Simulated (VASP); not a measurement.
Write the native input for VASP 6.6.1 that does the following.

- Task: single point
- Functional: PBEsol
- Potentials or basis: VASP PAW PBE potentials, release 64 (Co, O)
- Cutoff: 520 eV
- k mesh: 18 × 18 × 18
- Occupations: gaussian, width 0.15 eV
- Spin: collinear spin, ferromagnetic start
- Starting moments: [2.64, 0.33] μB
- Dipole correction: no
- Further INCAR settings: ALGO = Normal; EDIFF = 1e-06; NBANDS = 18

The structure of CoO lies in POSCAR:

```
CoO
1.0
    1.5054695445      0.8691832468      2.3423298300
   -1.5054695445      0.8691832468      2.3423298300
    0.0000000000     -1.7383664936      2.3423298300
Co O
1 1
Direct
    0.0000000000      0.0000000000      0.0000000000
    0.5000000000      0.5000000000      0.5000000000
```

This cell differs from its parent crystal: strain +0.000 along x and y, -0.040 along z.

One way to write it, as run:

INCAR

```
SYSTEM = CoO
PREC = Accurate
ENCUT = 520
EDIFF = 1E-6
ISMEAR = 0
SIGMA = 0.15
LREAL = .FALSE.
LASPH = .TRUE.
NELM = 150
ALGO = Normal
ISIF = 2
LWAVE = .FALSE.
LCHARG = .FALSE.
ISPIN = 2
MAGMOM = 2.64 0.33
LORBIT = 11
LMAXMIX = 4
GGA = PS
NBANDS = 18
```

KPOINTS

```
Automatic mesh
0
G
  18 18 18
  0 0 0
```

Potentials or basis: VASP PAW PBE potentials, release 64 (Co, O).

Run with:

```bash
$ cat potpaw_PBE.64/Co/POTCAR potpaw_PBE.64/O/POTCAR > POTCAR
$ mpirun -np 1 vasp_std > vasp.out
```

It gave:

The pressure is -3.8 GPa, the net moment is 2.76 μB per cell and the site moments are Co +2.44; O +0.28 μB. The valence electrons inside the program's atomic spheres are Co 7.90; O 4.97.

Caveat: the cell differs from its parent crystal (strain +0.000 along x and y, -0.040 along z); the PAW data sets were made with another functional, which shifts forces and pressure a little; a cell with one magnetic atom can't hold antiferromagnetic order, which such compounds often take.

It took 2.2 min on 1 thread of Intel(R) Xeon(R) 6975P-C (Granite Rapids), with other jobs on the host, peak memory 0.39 GiB.
